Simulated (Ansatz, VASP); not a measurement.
**MoS2: VASP beside Ansatz**

The input INCAR:

```
  PREC = Accurate
  ENCUT = 520
  EDIFF = 1E-6
  ISMEAR = 1
  SIGMA = 0.1
  LREAL = False
  LASPH = True
  NELM = 100
  ALGO = Normal
  ISIF = 2
  LWAVE = False
  LCHARG = True
  GGA = PS
  LELF = True
  LVHAR = True
  NBANDS = 20
```

File KPOINTS:

```
regular mesh
0
Gamma
  10 10 5
```

Contents of POSCAR:

```
MoS2
1.0
    3.2274600000      0.0000000000      0.0000000000
   -1.6137300000      2.7950700000      0.0000000000
    0.0000000000      0.0000000000      6.3124700000
Mo S
1 2
Direct
    0.0000000000      0.0000000000      0.5000000000
    0.3333333333      0.6666666667      0.2553200000
    0.6666666667      0.3333333333      0.7446800000
```

Input for Ansatz:

```yaml
crystal:
  lattice:
    - [3.22746, 0.0, 0.0]
    - [-1.61373, 2.79507, 0.0]
    - [0.0, 0.0, 6.31247]
  atoms:
    - { symbol: Mo, position: [0.0, 0.0, 0.5] }
    - { symbol: S, position: [0.3333333333333333, 0.6666666666666666, 0.25532] }
    - { symbol: S, position: [0.6666666666666666, 0.3333333333333333, 0.74468] }
kpoints:
  mp_grid:
    grid: [10, 10, 5]
hamiltonian:
  xc: pbesol
  pseudopotentials:
    kind: paw
scf:
  convergence:
    dr2_threshold: 1.0e-10
  occupations:
    method: cold
    width: 0.1
output:
  forces: true
  stress: true
  eigenvalues: true
```

Alike in both runs: task single point; functional PBEsol; k mesh 10 × 10 × 5; no spin polarisation.

|  | VASP | Ansatz |
| --- | --- | --- |
| version | VASP 6.6.1 | Ansatz 0.2.0 |
| potentials or method | VASP PAW PBE potentials, release 64 (Mo_sv, S) | plane waves, PAW |
| plane-wave cutoff (eV) | 520 | 420 |
| occupations | methfessel-paxton of order 1, width 0.1 eV | cold, width 0.1 eV |
| valence electrons in the cell | 26 | 26 |

Ansatz gave:

| Item | Value |
| --- | --- |
| gap on the k mesh at the Fermi level (eV) | none |
| pressure (GPa) | -3.4 |
| traceless stress, the component that is largest in VASP (GPa) | 2.67 |
| rms of the force components (eV/Å) | 0.006 |

Q: What did VASP give for the same quantities?

A: gap on the k mesh at the Fermi level (eV): none; pressure (GPa): -3.4; traceless stress, the component that is largest in VASP (GPa): 2.73; rms of the force components (eV/Å): 0.011.

VASP's potentials were made for PBE, not for PBEsol. Atom by atom the forces differ by 0.004 eV/Å (rms over components). A gap of «none» marks a metal or a gap that the smearing closes.
